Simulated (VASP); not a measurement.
Input of a VASP 6.6.1 run:

Contents of INCAR:

```
PREC = Accurate ; ENCUT = 520
EDIFF = 1E-7 ; ISMEAR = -1
SIGMA = 0.05 ; LREAL = Auto
LASPH = True ; NELM = 150
ALGO = Normal ; ISIF = 2
LWAVE = False ; LCHARG = False
ISPIN = 2 ; MAGMOM = 0 0 0 0 0 0 0 0 0 0 0 0 0 0 0 0 1
LORBIT = 11 ; GGA = PE
NBANDS = 53
```

Contents of KPOINTS:

```
regular mesh
0
Gamma
  2 2 2
```

Contents of POSCAR:

```
Mg8O9
1.0
    0.0000000000      3.8990000000      3.8990000000
    3.8990000000      0.0000000000      3.8990000000
    3.8990000000      3.8990000000      0.0000000000
Mg O
8 9
Direct
    0.0182304709     -0.0246525075      0.0384749978
   -0.0188268860      0.0044857155      0.5328209894
   -0.0120273232      0.4976817768      0.0260087867
    0.0182197560      0.5101123095      0.5037021866
    0.4676081171     -0.0246411944      0.0384651753
    0.4978233865     -0.0121666495      0.5161497929
    0.5047300428      0.4809469287      0.0092504045
    0.4676119389      0.5101274114      0.5036955578
    0.2429252292      0.2427349311      0.2710462341
    0.2429187853      0.2427301958      0.7710766482
    0.2429537016      0.7426900701      0.2710616664
    0.2429248043      0.7427122109      0.7711017718
    0.7429154926      0.2427226628      0.2710477228
    0.7429662477      0.3645930924      0.6491134405
    0.7428802553      0.7427517375      0.2711214438
    0.7428873435      0.7427054692      0.7710903937
    0.7429841375      0.1207637398     -0.1070464123
```

Potentials or basis: VASP PAW PBE potentials, release 64 (Mg, O).

Command:

```sh
$ cat potpaw_PBE.64/Mg/POTCAR potpaw_PBE.64/O/POTCAR > POTCAR
$ mpirun -np 1 vasp_std > vasp.out
```

(1) What does it give for the net moment?

(2) Predict the band gap on the k mesh.

(3) Estimate the largest force.

## Answers

(1) 0.00 μB per cell.

(2) 5.87 eV.

(3) 0.288 eV/Å.

Caveat: the k points lie up to 0.70 Å⁻¹ apart.
